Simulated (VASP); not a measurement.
# AgCl (P4/mmm) in VASP: further runs, part 2 of 2

VASP 6.6.1. The steps go on from the part before.

## (3) Electric field gradients, PBEsol (zz strain of +2 %)

The input, INCAR:

```
SYSTEM = AgCl
PREC = Accurate
ENCUT = 520
EDIFF = 1E-8
ISMEAR = -1
SIGMA = 0.01
LREAL = .False.
LASPH = .True.
NELM = 100
ALGO = Normal
ISIF = 2
LWAVE = .False.
LCHARG = .False.
GGA = PS
LEFG = .True.
NBANDS = 16
```

The input, KPOINTS:

```
Automatic mesh
0
Gamma
  9 9 9
  0 0 0
```

The input, POSCAR:

```
AgCl
1.0
    3.4339730000      0.0000000000      0.0000000000
    0.0000000000      3.4339730000      0.0000000000
    0.0000000000      0.0000000000      3.5026524600
Ag Cl
1 1
Direct
    0.0000000000      0.0000000000      0.0000000000
    0.5000000000      0.5000000000      0.5000000000
```

Potentials or basis: VASP PAW PBE potentials, release 64 (Ag, Cl).

Command:

```
$ cat potpaw_PBE.64/Ag/POTCAR potpaw_PBE.64/Cl/POTCAR > POTCAR
$ mpirun -np 1 vasp_std > vasp.out
```

OUTCAR:

```text
SYSTEM = AgCl
   PREC = Accurate
   ENCUT = 520
   EDIFF = 1E-8
   ISMEAR = -1
   LREAL = .False.
   LASPH = .True.
   NELM = 100
   ISIF = 2
   GGA = PS

 ion  position               nearest neighbor table
   1  0.000  0.000  0.000-   2 2.99   2 2.99   2 2.99   2 2.99   2 2.99   2 2.99   2 2.99   2 2.99

   2  0.500  0.500  0.500-   1 2.99   1 2.99   1 2.99   1 2.99   1 2.99   1 2.99   1 2.99   1 2.99

  LATTYP: Found a simple tetragonal cell.
 ALAT       =     3.4339730000
 C/A-ratio  =     1.0200000000

  Lattice vectors:

 A1 = (   3.4339730000,   0.0000000000,   0.0000000000)
 A2 = (   0.0000000000,   3.4339730000,   0.0000000000)
 A3 = (   0.0000000000,   0.0000000000,   3.5026524600)

Analysis of symmetry for initial positions (statically):
=====================================================================
 Subroutine PRICEL returns:
 Original cell was already a primitive cell.

 Routine SETGRP: Setting up the symmetry group for a
 simple tetragonal supercell.

 Subroutine GETGRP returns: Found 16 space group operations
 (whereof 16 operations were pure point group operations)
 out of a pool of 16 trial point group operations.

The static configuration has the point symmetry D_4h.

Analysis of symmetry for dynamics (positions and initial velocities):
=====================================================================
 Subroutine PRICEL returns:
 Original cell was already a primitive cell.

 Routine SETGRP: Setting up the symmetry group for a
 simple tetragonal supercell.

 Subroutine GETGRP returns: Found 16 space group operations
 (whereof 16 operations were pure point group operations)
 out of a pool of 16 trial point group operations.

[... 153 lines left out ...]
 Fermi energy:         3.7691877251

 k-point     1 :       0.0000    0.0000    0.0000
  band No.  band energies     occupation
      1     -10.9045      2.00000
      2       0.8532      2.00000
      3       0.8852      2.00000
      4       1.7820      2.00000
      5       1.7820      2.00000
      6       1.8025      2.00000
[... 433 lines left out ...]
      3       0.5572      2.00000
      4       0.9508      2.00000
      5       1.1159      2.00000
      6       1.7405      2.00000
[... 8 lines left out ...]
     15      18.3180      0.00000
     16      19.9704      0.00000

 [... further k-points ...]
[... 5 lines left out ...]
  --------------------------------------------------------------------------------------
  -------------------------------------------------------------------------------------
  Total       -1.3142884     -1.3142884     -1.5412992      0.0000000     -0.0000000      0.0000000
  in kB      -50.9812486    -50.9812486    -59.7869965      0.0000000     -0.0000000      0.0000000
  external PRESSURE =     -53.9164979 kB  Pullay stress =       0.0000000 kB

 VOLUME and BASIS-vectors are now :
 -----------------------------------------------------------------------------
  energy-cutoff  :      520.00
  volume of cell :       41.30
      direct lattice vectors                 reciprocal lattice vectors
     3.433973000  0.000000000  0.000000000     0.291207881  0.000000000  0.000000000
     0.000000000  3.433973000  0.000000000     0.000000000  0.291207881  0.000000000
     0.000000000  0.000000000  3.502652460     0.000000000  0.000000000  0.285497922

 POSITION                                       TOTAL-FORCE (eV/Angst)
 -----------------------------------------------------------------------------------
      0.00000      0.00000      0.00000         0.000000      0.000000      0.000000
      1.71699      1.71699      1.75133         0.000000      0.000000      0.000000
 -----------------------------------------------------------------------------------
    total drift:                               -0.000000      0.000000      0.000000

  FREE ENERGIE OF THE ION-ELECTRON SYSTEM (eV)
  ---------------------------------------------------
  free  energy   TOTEN  =        -5.7381446880 eV

  energy  without entropy=       -5.7381446880  energy(sigma->0) =       -5.73814469

 Electric field gradients (V/A^2)
---------------------------------------------------------------------
 ion       V_xx      V_yy      V_zz      V_xy      V_xz      V_yz
---------------------------------------------------------------------
   1       0.953     0.953    -1.906     0.000     0.000     0.000
   2      -4.537    -4.537     9.073     0.000     0.000    -0.000
---------------------------------------------------------------------

 Electric field gradients after diagonalization (V/A^2)
 (convention: |V_zz| > |V_xx| > |V_yy|)
----------------------------------------------------------------------
 ion       V_xx      V_yy      V_zz     asymmetry (V_yy - V_xx)/ V_zz
----------------------------------------------------------------------
   1       0.953     0.953    -1.906       0.000
   2      -4.537    -4.537     9.073       0.000
----------------------------------------------------------------------

           NMR quadrupolar parameters

 Cq : quadrupolar parameter    Cq=e*Q*V_zz/h
 eta: asymmetry parameters     (V_yy - V_xx)/ V_zz
 Q  : nuclear electric quadrupole moment in mb (millibarn)
----------------------------------------------------------------------
 ion       Cq(MHz)       eta       Q (mb)
----------------------------------------------------------------------
   1      -0.005       0.000       1.000
   2       0.022       0.000       1.000
----------------------------------------------------------------------
```

stdout:

```text
POSCAR found type information on POSCAR AgCl
 POSCAR found :  2 types and       2 ions
 scaLAPACK will be used
 -----------------------------------------------------------------------------
|                                                                             |
|                                                                             |
|     You enforced a specific xc type in the INCAR file but a different       |
|     I HOPE YOU KNOW WHAT YOU ARE DOING!                                     |
|                                                                             |
 -----------------------------------------------------------------------------

 LDA part: xc-table for (Slater+PW92), standard interpolation
 POSCAR, INCAR and KPOINTS ok, starting setup
 FFT: planning ... GRIDC
 FFT: planning ... GRID_SOFT
 FFT: planning ... GRID
 WAVECAR not read
 entering main loop
ion   1

ion   2
```

It used 56 s of CPU time on 1 thread of AMD EPYC 7R13 Processor (Zen 3), on a shared host.

Results:

| Quantity | Value |
| --- | --- |
| Free energy | -5.7381 eV |
| Pressure | -5.4 GPa |
| Band gap on the k mesh | 0.42 eV, indirect (least direct gap 1.80 eV) |

Stress tensor (GPa, compression positive):
```
-5.10  0.00  0.00
 0.00 -5.10  0.00
 0.00  0.00 -5.98
```

Levels at points of the mesh, in eV from the valence-band top:
```tsv
k point	band 7	band 8	band 9	band 10	band 11	band 12
(0.00, 0.00, 0.00)	-1.57	-1.39	-1.39	0.42	9.27	9.39
```

Electric field gradients, principal values (V/Å²):
| atom | least | middle | greatest (by size) |
| --- | --- | --- | --- |
| 1 Ag | 0.953 | 0.953 | -1.906 |
| 2 Cl | -4.537 | -4.537 | 9.073 |

Caveat: the cell differs from its parent crystal (zz strain of +2 %); without QUAD_EFG the Cq values of the log hold for a quadrupole moment of 1 mb, not for the nuclei; the PAW data sets were made with another functional, which shifts forces and pressure a little. A k mesh can miss the band edges.
